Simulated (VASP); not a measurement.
Write the native input for VASP 6.6.1 that does the following.

* Task: density of states
* Functional: revPBE
* Potentials or basis: VASP PAW PBE potentials, release 64 (Ti_sv, B)
* Cutoff: 520 eV
* k mesh: 6 × 6 × 5
* Occupations: fermi-dirac, width 0.05 eV
* Spin: no spin polarisation
* Dipole correction: no
* k mesh for the DOS: 9 × 9 × 8
* Occupations for the DOS: tetrahedron
* Further INCAR settings: ALGO = Normal; EDIFF = 1e-06

The system is TiB2.

```
CELL_PARAMETERS angstrom
3.02920 0.00000 0.00000
-1.51460 2.62336 0.00000
0.00000 0.00000 3.22840
ATOMIC_POSITIONS crystal
Ti 0.00000 0.00000 0.00000
B 0.66667 0.33333 0.50000
B 0.33333 0.66667 0.50000
```

The input as run:

POSCAR

```
TiB2
1.0
    3.0292000000      0.0000000000      0.0000000000
   -1.5146000000      2.6233641531      0.0000000000
    0.0000000000      0.0000000000      3.2284000000
Ti B
1 2
Direct
    0.0000000000      0.0000000000      0.0000000000
    0.6666666667      0.3333333333      0.5000000000
    0.3333333333      0.6666666667      0.5000000000
```

INCAR.step1

```
ALGO     = Normal         # electronic algorithm
EDIFF    = 1E-6           # SCF threshold, eV
ENCUT    = 520            # plane-wave cutoff, eV
GGA      = RE             # functional
ISIF     = 2              # what is computed and relaxed
ISMEAR   = -1             # smearing method
LASPH    = T              # aspherical terms in the spheres
LCHARG   = T              # write CHGCAR
LMAXMIX  = 4              # l up to which the mixer works
LREAL    = F              # projectors in reciprocal space
LWAVE    = F              # write WAVECAR
NBANDS   = 16             # bands
NELM     = 80             # most SCF steps
PREC     = Accurate       # precision mode
SIGMA    = 0.05           # smearing width, eV
```

KPOINTS.step1

```
k-points
0
Gamma
  6 6 5
```

INCAR.step2

```
ALGO     = Normal         # electronic algorithm
EDIFF    = 1E-6           # SCF threshold, eV
ENCUT    = 520            # plane-wave cutoff, eV
GGA      = RE             # functional
ICHARG   = 11             # starting density
ISIF     = 2              # what is computed and relaxed
ISMEAR   = -5             # smearing method
LASPH    = T              # aspherical terms in the spheres
LCHARG   = F              # write CHGCAR
LMAXMIX  = 4              # l up to which the mixer works
LORBIT   = 11             # projections on sites
LREAL    = F              # projectors in reciprocal space
LWAVE    = F              # write WAVECAR
NEDOS    = 2001           # points of the DOS
NELM     = 80             # most SCF steps
PREC     = Accurate       # precision mode
SIGMA    = 0.05           # smearing width, eV
```

KPOINTS.step2

```
k-points
0
Gamma
  9 9 8
```

Potentials or basis: VASP PAW PBE potentials, release 64 (Ti_sv, B).

Command:

```console
$ cat potpaw_PBE.64/Ti_sv/POTCAR potpaw_PBE.64/B/POTCAR > POTCAR
$ cp INCAR.step1 INCAR
$ cp KPOINTS.step1 KPOINTS
$ mpirun -np 1 vasp_std > vasp.out
$ cp INCAR.step2 INCAR
$ cp KPOINTS.step2 KPOINTS
$ mpirun -np 1 vasp_std > vasp.out
```

Results of the run:

| Item | Value |
| --- | --- |
| Valence electrons inside the program's atomic spheres | Ti 10.41; B 2.02 |

Caveat: the k points lie up to 0.40 Å⁻¹ apart.

It took 36 s on 1 thread of AMD EPYC 7R13 (shared host), peak memory 0.12 GiB.
